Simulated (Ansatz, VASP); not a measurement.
Ir in VASP and in Ansatz

The input INCAR:

```
PREC = Accurate
ENCUT = 600
EDIFF = 1E-6
ISMEAR = 0
SIGMA = 0.1
LREAL = False
LASPH = True
NELM = 100
ALGO = Normal
ISIF = 3
LWAVE = False
LCHARG = False
GGA = PS
IBRION = 2
NSW = 90
EDIFFG = -0.04
```

KPOINTS

```
Automatic mesh
0
Gamma
  9 9 8
```

The input POSCAR:

```
Ir
1.0
    2.6194997309      0.0000000000      0.0000000000
   -1.3097498655      2.2685533122      0.0000000000
    0.0000000000      0.0000000000      2.4475950611
Ir
1
Direct
    0.0000000000      0.0000000000      0.0000000000
```

Input for Ansatz:

```yaml
crystal:
  lattice:
    - [2.6194997309, 0.0, 0.0]
    - [-1.3097498655, 2.2685533122, 0.0]
    - [0.0, 0.0, 2.4475950611]
  atoms:
    - { symbol: Ir, position: [0.0, 0.0, 0.0] }
basis:
  ecutwfc: 420
kpoints:
  mp_grid: { grid: [9, 9, 8] }
hamiltonian:
  xc: pbesol
scf:
  occupations: { method: gaussian, width: 0.1 }
  lower_state_search: "off"
output:
  forces: true
  stress: true
  eigenvalues: true
relax:
  adjacent_minimum: "off"
  f_tol: 0.04
  max_steps: 70
  cell: { stress_tol: 0.4 }
```

Alike in both runs: task relaxation of cell and atoms; functional PBEsol; k mesh 9 × 9 × 8; occupations gaussian, width 0.1 eV; no spin polarisation.

```csv
,VASP,Ansatz
version,VASP 6.6.1,Ansatz 0.2.0
potentials or method,"VASP PAW PBE potentials, release 64 (Ir), cutoff 600 eV","scalar-relativistic, plane waves, PAW"
valence electrons in the cell,9,17
```

```csv
,VASP,Ansatz,Ansatz less VASP
"gap on the k mesh at the Fermi level, each at its own relaxed structure (eV)",none,none,-
relaxed volume (Å³/atom),15.38,15.32,-0.059
relaxed cell length with the largest relative difference (Å),2.570,2.567,-0.0039
```

VASP's potentials were made for PBE, not for PBEsol. A gap of «none» marks a metal or a gap that the smearing closes. VASP's potentials hold 9 valence electrons a cell and Ansatz's 17, so a difference there can come from the potentials and not from the codes.

Spin-orbit coupling is off throughout.
